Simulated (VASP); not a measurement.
# Ge2Sb2Te5 (P-3m1) in VASP: single point with LDA

Aim: the single point of Ge2Sb2Te5 with LDA.

Everything below comes from runs of VASP 6.6.1. Logs are shortened: lines on timing, memory, paths and dates and some standing lists are left out, and cuts for length are marked.

### 1 The cell of the first run

Symmetry: P-3m1, No. 164, trigonal system. Conventional cell: a = 4.197 Å, b = 4.197 Å, c = 16.667 Å, α = 90.00°, β = 90.00°, γ = 120.00°. Te (site symmetry -3m) has 6 Ge at 2.95 Å within 3.9 Å. Within 3.9 Å of Te (site symmetry 3m) lie 3 Ge at 2.93 Å and 3 Sb at 3.13 Å. Te (site symmetry 3m) has 3 Sb at 2.97 Å and 3 Te at 3.57 Å within 3.9 Å. Within 3.9 Å of Ge (site symmetry 3m) lie 6 Te at 2.93 to 2.95 Å. Sb (site symmetry 3m) has 6 Te at 2.97 to 3.13 Å within 3.9 Å.

### 2 Single point, LDA

INCAR reads:

```
SYSTEM = Ge2Sb2Te5
ALGO     = Normal         ! electronic algorithm
EDIFF    = 1E-6           ! SCF threshold, eV
ENCUT    = 520            ! plane-wave cutoff, eV
GGA      = CA             ! functional
ISIF     = 2              ! what is computed and relaxed
ISMEAR   = 0              ! smearing method
LASPH    = .TRUE.         ! aspherical terms in the spheres
LCHARG   = .FALSE.        ! write CHGCAR
LREAL    = .FALSE.        ! projectors in reciprocal space
LWAVE    = .FALSE.        ! write WAVECAR
NBANDS   = 44             ! bands
NELM     = 60             ! most SCF steps
PREC     = Accurate       ! precision mode
SIGMA    = 0.03           ! smearing width, eV
```

KPOINTS reads:

```
k-points
0
G
  10 10 2
  0 0 0
```

POSCAR reads:

```
Ge2Sb2Te5
1.0
    4.1965864468     -0.0000002863      0.0000000000
   -2.0982929755      3.6343506153      0.0000000000
    0.0000000000      0.0000000000     16.6671554650
Te Ge Sb
5 2 2
Direct
    0.0000000000      1.0000000000      0.0000000000
    0.6666666667      0.3333333333      0.1991556661
    0.3333333333      0.6666666667      0.4213715606
    0.6666666667      0.3333333333      0.5786284394
    0.3333333333      0.6666666667      0.8008443339
    0.3333333333      0.6666666667      0.1006440639
    0.6666666667      0.3333333333      0.8993559361
    1.0000000000      1.0000000000      0.3183942797
    1.0000000000      0.0000000000      0.6816057203
```

Potentials or basis: VASP PAW LDA potentials, release 64 (Te, Ge_d, Sb).

Command:

```
$ cat potpaw_LDA.64/Te/POTCAR potpaw_LDA.64/Ge_d/POTCAR potpaw_LDA.64/Sb/POTCAR > POTCAR
$ mpirun -np 1 vasp_std > vasp.out
```

OUTCAR:

```text
SYSTEM = Ge2Sb2Te5
   EDIFF = 1E-6
   ENCUT = 520
   GGA = CA
   ISIF = 2
   ISMEAR = 0
   LASPH = .TRUE.
   LREAL = .FALSE.
   NELM = 60
   PREC = Accurate

 ion  position               nearest neighbor table
   1  0.000  0.000  0.000-   6 2.95   7 2.95   7 2.95   6 2.95   7 2.95   6 2.95
   2  0.667  0.333  0.199-   6 2.93   6 2.93   6 2.93   8 3.13   8 3.13   8 3.13
   3  0.333  0.667  0.421-   8 2.97   8 2.97   8 2.97   4 3.57   4 3.57   4 3.57
   4  0.667  0.333  0.579-   9 2.97   9 2.97   9 2.97   3 3.57   3 3.57   3 3.57
   5  0.333  0.667  0.801-   7 2.93   7 2.93   7 2.93   9 3.13   9 3.13   9 3.13
   6  0.333  0.667  0.101-   2 2.93   2 2.93   2 2.93   1 2.95   1 2.95   1 2.95
   7  0.667  0.333  0.899-   5 2.93   5 2.93   5 2.93   1 2.95   1 2.95   1 2.95
   8  0.000  0.000  0.318-   3 2.97   3 2.97   3 2.97   2 3.13   2 3.13   2 3.13
   9  0.000  0.000  0.682-   4 2.97   4 2.97   4 2.97   5 3.13   5 3.13   5 3.13

  LATTYP: Found a hexagonal cell.
 ALAT       =     4.1965864468
 C/A-ratio  =     3.9715982683

  Lattice vectors:

 A1 = (   4.1965864468,  -0.0000002863,   0.0000000000)
 A2 = (  -2.0982929755,   3.6343506153,   0.0000000000)
 A3 = (   0.0000000000,   0.0000000000,  16.6671554650)

Analysis of symmetry for initial positions (statically):
=====================================================================
 Subroutine PRICEL returns:
 Original cell was already a primitive cell.

 Routine SETGRP: Setting up the symmetry group for a
 hexagonal supercell.

 Subroutine GETGRP returns: Found 12 space group operations
 (whereof 12 operations were pure point group operations)
 out of a pool of 24 trial point group operations.

The static configuration has the point symmetry D_3d.

Analysis of symmetry for dynamics (positions and initial velocities):
=====================================================================
 Subroutine PRICEL returns:
 Original cell was already a primitive cell.

 Routine SETGRP: Setting up the symmetry group for a
 hexagonal supercell.

 Subroutine GETGRP returns: Found 12 space group operations
 (whereof 12 operations were pure point group operations)
 out of a pool of 24 trial point group operations.

The dynamic configuration has the point symmetry D_3d.

 Subroutine INISYM returns: Found 12 space group operations
 (whereof 12 operations are pure point group operations),
 and found     1 'primitive' translations

----------------------------------------------------------------------------------------

                                     Primitive cell

  volume of cell :     254.2052

  direct lattice vectors                    reciprocal lattice vectors
     4.196586447 -0.000000286  0.000000000     0.238288917  0.137576149  0.000000000
    -2.098292976  3.634350615  0.000000000     0.000000019  0.275152330  0.000000000
     0.000000000  0.000000000 16.667155465     0.000000000  0.000000000  0.059998240

  length of vectors
     4.196586447  4.196586447 16.667155465     0.275152330  0.275152330  0.059998240

  position of ions in fractional coordinates (direct lattice)
     0.000000000  0.000000000  0.000000000
     0.666666667  0.333333333  0.199155666
     0.333333333  0.666666667  0.421371561
     0.666666667  0.333333333  0.578628439
     0.333333333  0.666666667  0.800844334
     0.333333333  0.666666667  0.100644064
     0.666666667  0.333333333  0.899355936
     0.000000000  0.000000000  0.318394280
     0.000000000  0.000000000  0.681605720

  ion indices of the primitive-cell ions
   primitive index   ion index
                 1           1
                 2           2
                 3           3
                 4           4
                 5           5
                 6           6
                 7           7
                 8           8
                 9           9

----------------------------------------------------------------------------------------

 KPOINTS: k-points

Automatic generation of k-mesh.
 Grid dimensions read from file:
 generate k-points for:   10   10    2

 Generating k-lattice:

  Cartesian coordinates                     Fractional coordinates (reciprocal lattice)
     0.023828892  0.013757615  0.000000000     0.100000000  0.000000000  0.000000000
     0.000000002  0.027515233  0.000000000    -0.000000000  0.100000000  0.000000000
     0.000000000  0.000000000  0.029999120     0.000000000  0.000000000  0.500000000

  Length of vectors
     0.027515233  0.027515233  0.029999120

  Shift w.r.t. Gamma in fractional coordinates (k-lattice)
     0.000000000  0.000000000  0.000000000

 Subroutine IBZKPT returns following result:
 ===========================================

 Found     28 irreducible k-points:

 Following reciprocal coordinates:
            Coordinates               Weight
  0.000000  0.000000  0.000000      1.000000
  0.100000  0.000000  0.000000      6.000000
  0.200000  0.000000  0.000000      6.000000
  0.300000 -0.000000  0.000000      6.000000
  0.400000  0.000000  0.000000      6.000000
  0.500000 -0.000000  0.000000      3.000000
[... 16 lines left out ...]
  0.300000  0.100000  0.500000     12.000000
  0.400000  0.100000  0.500000     12.000000
 [... further k-points ...]
   k-points           NKPTS =     28   k-points in BZ     NKDIM =     28   number of bands    NBANDS=     44
   number of dos      NEDOS =    301   number of ions     NIONS =      9
   total plane-waves  NPLWV = 129024
   dimension x,y,z NGX =    32 NGY =   32 NGZ =  126
   dimension x,y,z NGXF=    64 NGYF=   64 NGZF=  252
   ions per type =               5   2   2
   NGX,Y,Z   is equivalent  to a cutoff of  12.68, 12.68, 12.57 a.u.
   NGXF,Y,Z  is equivalent  to a cutoff of  25.35, 25.35, 25.14 a.u.
 SYSTEM =  Ge2Sb2Te5
   PREC   = accura    normal or accurate (medium, high low for compatibility)
   ISTART =      0    job   : 0-new  1-cont  2-samecut
   ICHARG =      2    charge: 1-file 2-atom 10-const
   ISPIN  =      1    spin polarized calculation?
   LNONCOLLINEAR =      F non collinear calculations
   LSORBIT =      F    spin-orbit coupling
   LASPH  =      T    aspherical Exc in radial PAW
   ENCUT  =  520.0 eV  38.22 Ry    6.18 a.u.   7.80  7.80 30.99*2*pi/ulx,y,z
   NELM   =     60;   NELMIN=  2; NELMDL= -5     # of ELM steps
   EDIFF  = 0.1E-05   stopping-criterion for ELM
   LREAL  =      F    real-space projection
   EDIFFG = 0.1E-04   stopping-criterion for IOM
   NSW    =      0    number of steps for IOM
   IBRION =     -1    ionic relax: 0-MD 1-quasi-New 2-CG
   NFREE  =      0    steps in history (QN), initial steepest desc. (CG)
   ISIF   =      2    stress and relaxation
   ISYM   =      2    0-nonsym 1-usesym 2-fastsym
   POTIM  = 0.5000    time-step for ionic-motion
   TEBEG  =    0.0;   TEEND  =   0.0 temperature during run
   PSTRESS=    0.0 pullay stress
   NELECT =      68.0000    total number of electrons
   NUPDOWN=      -1.0000    fix difference up-down
   EMIN   =  10.00;   EMAX   =-10.00  energy-range for DOS
   EFERMI =   0.00;   METHOD = LEGACY
   ISMEAR =     0;   SIGMA  =   0.03  broadening in eV -4-tet -1-fermi 0-gaus
   EFERMI_NEDOS =   21; number of points for ismear=-14 and -15
   IALGO  =     38    algorithm
   IMIX   =      4    mixing-type and parameters
     AMIX     =   0.40;   BMIX     =  1.00
     AMIX_MAG =   1.60;   BMIX_MAG =  1.00
  volume/ion in A,a.u.               =      28.25       190.61
  Fermi-wavevector in a.u.,A,eV,Ry     =   1.054831  1.993342 15.138780  1.112669
  Thomas-Fermi vector in A             =   2.190006
   LORBIT       =      0    0 simple, 1 ext, 2 COOP (PROOUT), +10 PAW based schemes
   GGA     = CA    functional components
   LHFCALC =     F    Hartree Fock is set to
   AEXX    =    0.0000 exact exchange contribution
   IVDW    =     0    specifies the selected vdW correction
   LEPSILON=     F    determine dielectric tensor
   LRPA    =     F    only Hartree local field effects (RPA)
 non-spin polarized calculation
 Gauss-broadening in eV      SIGMA  =   0.03
  energy-cutoff  :      520.00
  volume of cell :      254.21
 maximum number of plane-waves:      6878
 NGX is ok and might be reduce to    32
   NGX = 15   NGY = 15   NGZ = 61

 number of electron      68.0000001 magnetization

 Free energy of the ion-electron system (eV)
  ---------------------------------------------------
  ext. energy  EPLUGINS =         0.00000000
  ---------------------------------------------------
  free energy    TOTEN  =       -39.96295516 eV

  energy without entropy =      -39.96276389  energy(sigma->0) =      -39.96285953

 E-fermi :   7.0797     XC(G=0):  -9.9656

 val. band max:        7.0722399715   @ k =   0.0000   0.0000   0.0000
 cond. band min:       7.0990541531   @ k =   0.0000   0.0000   0.0000
 fundamental gap:      0.0268141816
 Fermi energy:         7.0797227327

 k-point     1 :       0.0000    0.0000    0.0000
  band No.  band energies     occupation
      1     -18.0884      2.00000
      2     -18.0884      2.00000
      3     -18.0873      2.00000
      4     -18.0873      2.00000
      5     -18.0793      2.00000
      6     -18.0791      2.00000
[... 36 lines left out ...]
     43       8.6328      0.00000
     44       9.7096      0.00000

 k-point     2 :       0.1000    0.0000    0.0000
  band No.  band energies     occupation
      1     -18.0888      2.00000
      2     -18.0883      2.00000
      3     -18.0875      2.00000
      4     -18.0872      2.00000
      5     -18.0793      2.00000
      6     -18.0791      2.00000
[... 36 lines left out ...]
     43       8.9864      0.00000
     44       9.8665      0.00000

 k-point     3 :       0.2000    0.0000    0.0000
  band No.  band energies     occupation
      1     -18.0898      2.00000
      2     -18.0881      2.00000
      3     -18.0881      2.00000
      4     -18.0868      2.00000
      5     -18.0795      2.00000
      6     -18.0787      2.00000
[... 36 lines left out ...]
     43       9.9551      0.00000
     44      10.2980      0.00000

 k-point     4 :       0.3000   -0.0000    0.0000
  band No.  band energies     occupation
      1     -18.0910      2.00000
      2     -18.0890      2.00000
      3     -18.0879      2.00000
      4     -18.0863      2.00000
      5     -18.0798      2.00000
      6     -18.0784      2.00000
[... 882 lines left out ...]
     43      10.2137      0.00000
     44      10.5164      0.00000

 k-point    23 :       0.3000    0.1000    0.5000
  band No.  band energies     occupation
      1     -18.0913      2.00000
      2     -18.0894      2.00000
      3     -18.0879      2.00000
      4     -18.0864      2.00000
      5     -18.0797      2.00000
      6     -18.0784      2.00000
[... 36 lines left out ...]
     43      10.1466      0.00000
     44      10.7177      0.00000

 k-point    24 :       0.4000    0.1000    0.5000
  band No.  band energies     occupation
      1     -18.0920      2.00000
      2     -18.0897      2.00000
      3     -18.0881      2.00000
      4     -18.0862      2.00000
      5     -18.0799      2.00000
      6     -18.0784      2.00000
[... 36 lines left out ...]
     43      10.4649      0.00000
     44      10.6915      0.00000

 [... further k-points ...]

------------------------ aborting loop because EDIFF is reached ----------------------------------------

  FORCE on cell =-STRESS in cart. coord.  units (eV):
  Direction    XX          YY          ZZ          XY          YZ          ZX
  --------------------------------------------------------------------------------------
  -------------------------------------------------------------------------------------
  Total        0.0678590      0.0678590      0.1016342     -0.0000000      0.0000000      0.0000000
  in kB        0.4276947      0.4276947      0.6405693     -0.0000000      0.0000000      0.0000000
  external PRESSURE =       0.4986529 kB  Pullay stress =       0.0000000 kB

 VOLUME and BASIS-vectors are now :
 -----------------------------------------------------------------------------
  energy-cutoff  :      520.00
  volume of cell :      254.21
      direct lattice vectors                 reciprocal lattice vectors
     4.196586447 -0.000000286  0.000000000     0.238288917  0.137576149  0.000000000
    -2.098292976  3.634350615  0.000000000     0.000000019  0.275152330  0.000000000
     0.000000000  0.000000000 16.667155465     0.000000000  0.000000000  0.059998240

 POSITION                                       TOTAL-FORCE (eV/Angst)
 -----------------------------------------------------------------------------------
      0.00000      0.00000      0.00000        -0.000000     -0.000000      0.000000
      2.09829      1.21145      3.31936        -0.000000     -0.000000      0.001481
      0.00000      2.42290      7.02307         0.000000     -0.000000      0.051965
      2.09829      1.21145      9.64409         0.000000      0.000000     -0.051965
      0.00000      2.42290     13.34780         0.000000      0.000000     -0.001481
      0.00000      2.42290      1.67745         0.000000      0.000000      0.001505
      2.09829      1.21145     14.98971        -0.000000     -0.000000     -0.001505
      0.00000      0.00000      5.30673        -0.000000     -0.000000     -0.041064
      0.00000      0.00000     11.36043        -0.000000     -0.000000      0.041064
 -----------------------------------------------------------------------------------
    total drift:                                0.000000     -0.000000      0.000000

  FREE ENERGIE OF THE ION-ELECTRON SYSTEM (eV)
  ---------------------------------------------------
  free  energy   TOTEN  =       -39.9629551599 eV

  energy  without entropy=      -39.9627638942  energy(sigma->0) =      -39.96285953
```

Wall time 7.2 min (1 thread of Intel Xeon Platinum 8488C (Sapphire Rapids), shared host); peak memory 0.45 GiB.

What came out:

```
Free energy            : -39.9630 eV
Pressure               : 0.0 GPa
Largest force          : 0.052 eV/Å
Band gap on the k mesh : 0.03 eV
```

Forces in eV/Å, atoms in the order of the input:
```
Te   0.000  0.000  0.000
Te   0.000  0.000  0.001
Te   0.000  0.000  0.052
Te   0.000  0.000 -0.052
Te   0.000  0.000 -0.001
Ge   0.000  0.000  0.002
Ge   0.000  0.000 -0.002
Sb   0.000  0.000 -0.041
Sb   0.000  0.000  0.041
```

Caveat: spin-orbit coupling is left out, which moves the levels of the heavy elements.
